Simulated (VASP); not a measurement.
# Zr (P-1) in VASP: single point with PBE

Aim: the single point of Zr with PBE.

All numbers are computed with VASP 6.6.1; they aren't measurements. Logs are shortened: lines on timing, memory, paths and dates and some standing lists are left out, and cuts for length are marked.

## (1) The cell of the first run

The typed cell holds 2 atoms: a = 3.233 Å, b = 3.190 Å, c = 5.148 Å, α = 89.36°, β = 88.27°, γ = 118.70°.

## (2) Single point, PBE (equal xy, yz and zx shear strains of +3 %)

Contents of INCAR:

```
  PREC = Accurate
  ENCUT = 520
  EDIFF = 1E-6
  ISMEAR = -1
  SIGMA = 0.08
  LREAL = F
  LASPH = T
  NELM = 60
  ALGO = Normal
  ISIF = 2
  LWAVE = F
  LCHARG = F
  GGA = PE
  NBANDS = 19
```

Contents of KPOINTS:

```
Automatic mesh
0
Gamma
  13 13 7
```

Contents of POSCAR:

```
Zr
1.0
    3.2319982225      0.0484799733      0.0484799733
   -1.5740142227      2.7747525789      0.0177449018
    0.0772050000      0.0772050000      5.1470000000
Zr
2
Direct
    0.3333333333      0.6666666667      0.2500000000
    0.6666666667      0.3333333333      0.7500000000
```

Potentials or basis: VASP PAW PBE potentials, release 64 (Zr_sv).

On the command line:

```console
$ cat potpaw_PBE.64/Zr_sv/POTCAR > POTCAR
$ mpirun -np 1 vasp_std > vasp.out
```

OUTCAR:

```text
PREC = Accurate
   ENCUT = 520
   EDIFF = 1E-6
   ISMEAR = -1
   LREAL = F
   LASPH = T
   NELM = 60
   ISIF = 2
   GGA = PE

 ion  position               nearest neighbor table
   1  0.333  0.667  0.250-   2 3.13   2 3.13   2 3.15   2 3.18   2 3.22   2 3.26
   2  0.667  0.333  0.750-   1 3.13   1 3.13   1 3.15   1 3.18   1 3.22   1 3.26

  LATTYP: Found a triclinic cell.
 ALAT       =     3.2747425428
 B/A-ratio  =     0.9741696453
 C/A-ratio  =     1.5720802101
 COS(alpha) =     0.0112057054
 COS(beta)  =     0.0407400298
 COS(gamma) =     0.5001712246

  Lattice vectors:

 A1 = (   1.6579839998,   2.8232325522,   0.0662248751)
 A2 = (  -1.5740142227,   2.7747525789,   0.0177449018)
 A3 = (   0.0772050000,   0.0772050000,   5.1470000000)

Analysis of symmetry for initial positions (statically):
=====================================================================
 Subroutine PRICEL returns:
 Original cell was already a primitive cell.

 Routine SETGRP: Setting up the symmetry group for a
 triclinic supercell.

 Subroutine GETGRP returns: Found  2 space group operations
 (whereof  2 operations were pure point group operations)
 out of a pool of  2 trial point group operations.

The static configuration has the point symmetry S_2 .

Analysis of symmetry for dynamics (positions and initial velocities):
=====================================================================
 Subroutine PRICEL returns:
 Original cell was already a primitive cell.

 Routine SETGRP: Setting up the symmetry group for a
 triclinic supercell.

 Subroutine GETGRP returns: Found  2 space group operations
 (whereof  2 operations were pure point group operations)
 out of a pool of  2 trial point group operations.

The dynamic configuration has the point symmetry S_2 .

 Subroutine INISYM returns: Found  2 space group operations
 (whereof  2 operations are pure point group operations),
 and found     1 'primitive' translations

----------------------------------------------------------------------------------------

                                     Primitive cell

[... 69 lines left out ...]
  0.153846  0.153846 -0.000000      2.000000
  0.230769  0.153846  0.000000      2.000000
 [... further k-points ...]
   k-points           NKPTS =    592   k-points in BZ     NKDIM =    592   number of bands    NBANDS=     19
   number of dos      NEDOS =    301   number of ions     NIONS =      2
   total plane-waves  NPLWV =  23040
   dimension x,y,z NGX =    24 NGY =   24 NGZ =   40
   dimension x,y,z NGXF=    48 NGYF=   48 NGZF=   80
   ions per type =               2
   NGX,Y,Z   is equivalent  to a cutoff of  12.34, 12.51, 12.92 a.u.
   NGXF,Y,Z  is equivalent  to a cutoff of  24.68, 25.01, 25.83 a.u.
 SYSTEM =  unknown system
   PREC   = accura    normal or accurate (medium, high low for compatibility)
   ISTART =      0    job   : 0-new  1-cont  2-samecut
   ICHARG =      2    charge: 1-file 2-atom 10-const
   ISPIN  =      1    spin polarized calculation?
   LNONCOLLINEAR =      F non collinear calculations
   LSORBIT =      F    spin-orbit coupling
   LASPH  =      T    aspherical Exc in radial PAW
   ENCUT  =  520.0 eV  38.22 Ry    6.18 a.u.   6.01  5.93  9.57*2*pi/ulx,y,z
   NELM   =     60;   NELMIN=  2; NELMDL= -5     # of ELM steps
   EDIFF  = 0.1E-05   stopping-criterion for ELM
   LREAL  =      F    real-space projection
   EDIFFG = 0.1E-04   stopping-criterion for IOM
   NSW    =      0    number of steps for IOM
   IBRION =     -1    ionic relax: 0-MD 1-quasi-New 2-CG
   NFREE  =      0    steps in history (QN), initial steepest desc. (CG)
   ISIF   =      2    stress and relaxation
   ISYM   =      2    0-nonsym 1-usesym 2-fastsym
   POTIM  = 0.5000    time-step for ionic-motion
   TEBEG  =    0.0;   TEEND  =   0.0 temperature during run
   PSTRESS=    0.0 pullay stress
   NELECT =      24.0000    total number of electrons
   NUPDOWN=      -1.0000    fix difference up-down
   EMIN   =  10.00;   EMAX   =-10.00  energy-range for DOS
   EFERMI =   0.00;   METHOD = LEGACY
   ISMEAR =    -1;   SIGMA  =   0.08  broadening in eV -4-tet -1-fermi 0-gaus
   EFERMI_NEDOS =   21; number of points for ismear=-14 and -15
   IALGO  =     38    algorithm
   IMIX   =      4    mixing-type and parameters
     AMIX     =   0.40;   BMIX     =  1.00
     AMIX_MAG =   1.60;   BMIX_MAG =  1.00
  volume/ion in A,a.u.               =      23.27       157.00
  Fermi-wavevector in a.u.,A,eV,Ry     =   1.312904  2.481029 23.452596  1.723717
  Thomas-Fermi vector in A             =   2.443264
   LORBIT       =      0    0 simple, 1 ext, 2 COOP (PROOUT), +10 PAW based schemes
   GGA     = PE    functional components
[... 5 lines left out ...]
 non-spin polarized calculation
  energy-cutoff  :      520.00
  volume of cell :       46.53
 maximum number of plane-waves:      1271
   NGX = 13   NGY = 11   NGZ = 19

 number of electron      24.0000000 magnetization

 Free energy of the ion-electron system (eV)
  ---------------------------------------------------
  ext. energy  EPLUGINS =         0.00000000
  ---------------------------------------------------
  free energy    TOTEN  =       -17.04955592 eV

  energy without entropy =      -17.00477286  energy(sigma->0) =      -17.02716439

 E-fermi :   8.9740     XC(G=0): -11.0840

 val. band max:        8.9709498770   @ k =   0.0769  -0.0000   0.2857
 cond. band min:       8.9765858407   @ k =   0.2308   0.4615   0.2857
 fundamental gap:      0.0056359637
 Fermi energy:         8.9740450030

 k-point     1 :       0.0000    0.0000    0.0000
  band No.  band energies     occupation
      1     -39.8327      2.00000
      2     -39.6761      2.00000
      3     -18.3602      2.00000
      4     -17.5020      2.00000
      5     -17.4693      2.00000
      6     -17.3727      2.00000
[... 505 lines left out ...]
      6     -17.6452      2.00000
[... 11 lines left out ...]
     18      13.3937      0.00000
     19      13.9671      0.00000

 [... further k-points ...]
[... 5 lines left out ...]
  --------------------------------------------------------------------------------------
  -------------------------------------------------------------------------------------
  Total        0.0856662      0.1142001      0.2656951     -0.3729486     -0.1904135     -0.1940863
  in kB        2.9497376      3.9322441      9.1486587    -12.8417088     -6.5564936     -6.6829582
  external PRESSURE =       5.3435468 kB  Pullay stress =       0.0000000 kB

 VOLUME and BASIS-vectors are now :
 -----------------------------------------------------------------------------
  energy-cutoff  :      520.00
  volume of cell :       46.53
      direct lattice vectors                 reciprocal lattice vectors
     3.231998223  0.048479973  0.048479973     0.306902239  0.174140402 -0.007215640
    -1.574014223  2.774752579  0.017744902    -0.005282215  0.357429869 -0.005282215
     0.077205000  0.077205000  5.147000000    -0.002872524 -0.002872524  0.194374110

 POSITION                                       TOTAL-FORCE (eV/Angst)
 -----------------------------------------------------------------------------------
      0.04729      1.88530      1.31474        -0.050589      0.004026      0.011046
      1.68790      1.01514      3.89848         0.050589     -0.004026     -0.011046
 -----------------------------------------------------------------------------------
    total drift:                               -0.000000      0.000000     -0.000000

  FREE ENERGIE OF THE ION-ELECTRON SYSTEM (eV)
  ---------------------------------------------------
  free  energy   TOTEN  =       -17.0495559208 eV

  energy  without entropy=      -17.0047728580  energy(sigma->0) =      -17.02716439
```

Wall time 11 min (1 thread of AMD EPYC 7R13, shared host); peak memory 0.47 GiB.

Results:

```
Free energy            : -17.0496 eV
Pressure               : 0.5 GPa
Largest force          : 0.052 eV/Å
Band gap on the k mesh : zero (band 12 reaches 9.98 eV, above the bottom of band 13 at 8.68 eV)
```

Forces in eV/Å, atoms in the order of the input:
```
Zr  -0.051  0.004  0.011
Zr   0.051 -0.004 -0.011
```

Stress tensor (GPa, compression positive):
```
 0.29 -1.28 -0.67
-1.28  0.39 -0.66
-0.67 -0.66  0.91
```

Caveat: the cell differs from its parent crystal (equal xy, yz and zx shear strains of +3 %).
